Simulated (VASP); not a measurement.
# Zn (Pm-3m) in VASP: further runs

Runs on Zn. Level: LDA. Tasks: single point.

Everything below comes from runs of VASP 6.6.1. Logs are shortened: lines on timing, memory, paths and dates and some standing lists are left out, and cuts for length are marked.

### 1 The cell of the first run

Symmetry: Pm-3m, No. 221, cubic system. The conventional cell has a = 2.417 Å, b = 2.417 Å, c = 2.417 Å, α = 90.00°, β = 90.00°, γ = 90.00°. Zn (site symmetry m-3m) has 6 Zn at 2.42 Å within 3.2 Å.

### 2 Single point, LDA (volume scaled by 0.88)

INCAR reads:

```
PREC = Accurate
ENCUT = 520
EDIFF = 1E-6
ISMEAR = -1
SIGMA = 0.1
LREAL = F
LASPH = T
NELM = 80
ALGO = Normal
ISIF = 2
LWAVE = F
LCHARG = F
GGA = CA
NBANDS = 12
```

KPOINTS reads:

```
Automatic mesh
0
Gamma
  14 14 14
```

POSCAR reads:

```
Zn
1.0
    2.4173587325      0.0000000000      0.0000000000
    0.0000000000      2.4173587325      0.0000000000
    0.0000000000      0.0000000000      2.4173587325
Zn
1
Direct
    0.0000000000      0.0000000000      0.0000000000
```

Potentials or basis: VASP PAW LDA potentials, release 64 (Zn).

On the command line:

```sh
$ cat potpaw_LDA.64/Zn/POTCAR > POTCAR
$ mpirun -np 1 vasp_std > vasp.out
```

OUTCAR:

```text
PREC = Accurate
   ENCUT = 520
   EDIFF = 1E-6
   ISMEAR = -1
   LREAL = F
   LASPH = T
   NELM = 80
   ISIF = 2
   GGA = CA

 ion  position               nearest neighbor table
   1  0.000  0.000  0.000-

  LATTYP: Found a simple cubic cell.
 ALAT       =     2.4173587325

  Lattice vectors:

 A1 = (   2.4173587325,   0.0000000000,   0.0000000000)
 A2 = (   0.0000000000,   2.4173587325,   0.0000000000)
 A3 = (   0.0000000000,   0.0000000000,   2.4173587325)

Analysis of symmetry for initial positions (statically):
=====================================================================
 Subroutine PRICEL returns:
 Original cell was already a primitive cell.

 Routine SETGRP: Setting up the symmetry group for a
 simple cubic supercell.

 Subroutine GETGRP returns: Found 48 space group operations
 (whereof 48 operations were pure point group operations)
 out of a pool of 48 trial point group operations.

The static configuration has the point symmetry O_h .

Analysis of symmetry for dynamics (positions and initial velocities):
=====================================================================
 Subroutine PRICEL returns:
 Original cell was already a primitive cell.

 Routine SETGRP: Setting up the symmetry group for a
 simple cubic supercell.

 Subroutine GETGRP returns: Found 48 space group operations
 (whereof 48 operations were pure point group operations)
 out of a pool of 48 trial point group operations.

The dynamic configuration has the point symmetry O_h .

 Subroutine INISYM returns: Found 48 space group operations
 (whereof 48 operations are pure point group operations),
 and found     1 'primitive' translations

----------------------------------------------------------------------------------------

                                     Primitive cell

  volume of cell :      14.1261

  direct lattice vectors                    reciprocal lattice vectors
     2.417358732  0.000000000  0.000000000     0.413674639  0.000000000  0.000000000
     0.000000000  2.417358732  0.000000000     0.000000000  0.413674639  0.000000000
     0.000000000  0.000000000  2.417358732     0.000000000  0.000000000  0.413674639

  length of vectors
     2.417358732  2.417358732  2.417358732     0.413674639  0.413674639  0.413674639

[... 77 lines left out ...]
   NELM   =     80;   NELMIN=  2; NELMDL= -5     # of ELM steps
   EDIFF  = 0.1E-05   stopping-criterion for ELM
   LREAL  =      F    real-space projection
   EDIFFG = 0.1E-04   stopping-criterion for IOM
   NSW    =      0    number of steps for IOM
   IBRION =     -1    ionic relax: 0-MD 1-quasi-New 2-CG
   NFREE  =      0    steps in history (QN), initial steepest desc. (CG)
   ISIF   =      2    stress and relaxation
   ISYM   =      2    0-nonsym 1-usesym 2-fastsym
   POTIM  = 0.5000    time-step for ionic-motion
   TEBEG  =    0.0;   TEEND  =   0.0 temperature during run
   PSTRESS=    0.0 pullay stress
   NELECT =      12.0000    total number of electrons
   NUPDOWN=      -1.0000    fix difference up-down
   EMIN   =  10.00;   EMAX   =-10.00  energy-range for DOS
   EFERMI =   0.00;   METHOD = LEGACY
   ISMEAR =    -1;   SIGMA  =   0.10  broadening in eV -4-tet -1-fermi 0-gaus
   EFERMI_NEDOS =   21; number of points for ismear=-14 and -15
   IALGO  =     38    algorithm
   IMIX   =      4    mixing-type and parameters
     AMIX     =   0.40;   BMIX     =  1.00
     AMIX_MAG =   1.60;   BMIX_MAG =  1.00
  volume/ion in A,a.u.               =      14.13        95.33
  Fermi-wavevector in a.u.,A,eV,Ry     =   1.550461  2.929946 32.707438  2.403929
  Thomas-Fermi vector in A             =   2.655121
   LORBIT       =      0    0 simple, 1 ext, 2 COOP (PROOUT), +10 PAW based schemes
   GGA     = CA    functional components
   LHFCALC =     F    Hartree Fock is set to
   AEXX    =    0.0000 exact exchange contribution
   IVDW    =     0    specifies the selected vdW correction
   LEPSILON=     F    determine dielectric tensor
   LRPA    =     F    only Hartree local field effects (RPA)
 non-spin polarized calculation
  energy-cutoff  :      520.00
  volume of cell :       14.13
 maximum number of plane-waves:       392
 NGX is ok and might be reduce to    18
   NGX =  9   NGY =  9   NGZ =  9

 number of electron      12.0000030 magnetization

 Free energy of the ion-electron system (eV)
  ---------------------------------------------------
  ext. energy  EPLUGINS =         0.00000000
  ---------------------------------------------------
  free energy    TOTEN  =        -1.51405922 eV

  energy without entropy =       -1.50202497  energy(sigma->0) =       -1.50804209

 E-fermi :   3.1907     XC(G=0): -12.2106

 val. band max:        3.1621906846   @ k =   0.5000   0.3571   0.1429
 cond. band min:       3.2088856797   @ k =   0.5000   0.3571   0.0714
 fundamental gap:      0.0466949951
 Fermi energy:         3.1906931218

 k-point     1 :       0.0000    0.0000    0.0000
  band No.  band energies     occupation
      1      -7.5965      2.00000
      2      -5.6819      2.00000
      3      -5.6819      2.00000
      4      -3.8629      2.00000
      5      -3.8629      2.00000
      6      -3.8629      2.00000
      7      17.5756      0.00000
      8      17.5756      0.00000
      9      17.5756      0.00000
     10      20.8364      0.00000
     11      20.8364      0.00000
     12      24.7754      0.00000
[... 331 lines left out ...]
 k-point    24 :       0.3571    0.2143    0.0000
  band No.  band energies     occupation
      1      -5.4481      2.00000
      2      -5.0237      2.00000
      3      -4.7215      2.00000
      4      -4.2687      2.00000
      5      -4.0217      2.00000
      6      -2.2954      2.00000
      7       5.4223      0.00000
      8      13.2318      0.00000
      9      20.4488      0.00000
     10      22.7742      0.00000
     11      25.1075      0.00000
     12      31.3259      0.00000

 [... further k-points ...]
[... 5 lines left out ...]
  --------------------------------------------------------------------------------------
  -------------------------------------------------------------------------------------
  Total        1.1999893      1.1999893      1.1999893     -0.0000000     -0.0000000      0.0000000
  in kB      136.1020484    136.1020484    136.1020484     -0.0000000     -0.0000000      0.0000000
  external PRESSURE =     136.1020484 kB  Pullay stress =       0.0000000 kB

 VOLUME and BASIS-vectors are now :
 -----------------------------------------------------------------------------
  energy-cutoff  :      520.00
  volume of cell :       14.13
      direct lattice vectors                 reciprocal lattice vectors
     2.417358732  0.000000000  0.000000000     0.413674639  0.000000000  0.000000000
     0.000000000  2.417358732  0.000000000     0.000000000  0.413674639  0.000000000
     0.000000000  0.000000000  2.417358732     0.000000000  0.000000000  0.413674639

 POSITION                                       TOTAL-FORCE (eV/Angst)
 -----------------------------------------------------------------------------------
      0.00000      0.00000      0.00000         0.000000      0.000000      0.000000
 -----------------------------------------------------------------------------------
    total drift:                               -0.000000      0.000000      0.000000

  FREE ENERGIE OF THE ION-ELECTRON SYSTEM (eV)
  ---------------------------------------------------
  free  energy   TOTEN  =        -1.5140592212 eV

  energy  without entropy=       -1.5020249677  energy(sigma->0) =       -1.50804209
```

stdout:

```text
POSCAR found type information on POSCAR Zn
 POSCAR found :  1 types and       1 ions
 scaLAPACK will be used
 LDA part: xc-table for (Slater(with rela. corr.)+CA(PZ))
 , standard interpolation
 POSCAR, INCAR and KPOINTS ok, starting setup
 FFT: planning ... GRIDC
 FFT: planning ... GRID_SOFT
 FFT: planning ... GRID
 WAVECAR not read
 entering main loop
```

Wall time 12 s (1 thread of Intel Xeon Platinum 8488C (Sapphire Rapids), shared host); peak memory 0.13 GiB.

What came out:

```
Free energy            : -1.5141 eV
Pressure               : 13.6 GPa
Band gap on the k mesh : zero (band 6 reaches 9.71 eV, above the bottom of band 7 at 0.52 eV)
```

(Continued in part 2 of 2.)
